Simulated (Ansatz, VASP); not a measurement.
## Two plane-wave programs on GaSb3

```
Ga Sb
1.0
     0.00000    3.64813    3.64813
     3.64813    0.00000    3.64813
     3.64813    3.64813    0.00000
Ga Sb
1 3
Cartesian
  0.0000 0.0000 0.0000
  1.8241 1.8241 1.8241
  5.4722 5.4722 5.4722
  3.6481 3.6481 3.6481
```

Alike in both runs: task single point; functional PBE; dispersion D3(BJ); k mesh 10 × 10 × 10; occupations gaussian, width 0.15 eV; no spin polarisation.

|  | VASP | Ansatz |
| --- | --- | --- |
| version | VASP 6.6.1 | Ansatz 0.2.0 |
| potentials or method | VASP PAW PBE potentials, release 64 (Ga_d, Sb), cutoff 520 eV | scalar-relativistic, plane waves, PAW |
| valence electrons in the cell | 28 | 58 |

VASP gave:

| Item | Value |
| --- | --- |
| gap on the k mesh at the Fermi level (eV) | none |
| pressure (GPa) | -0.1 |

Problem. Estimate Ansatz's values.

Solution. gap on the k mesh at the Fermi level (eV): none; pressure (GPa): 0.0.

A gap of «none» marks a metal or a gap that the smearing closes. VASP's potentials hold 28 valence electrons a cell and Ansatz's 58, so a difference there can come from the potentials and not from the codes.

Spin-orbit coupling is off throughout.
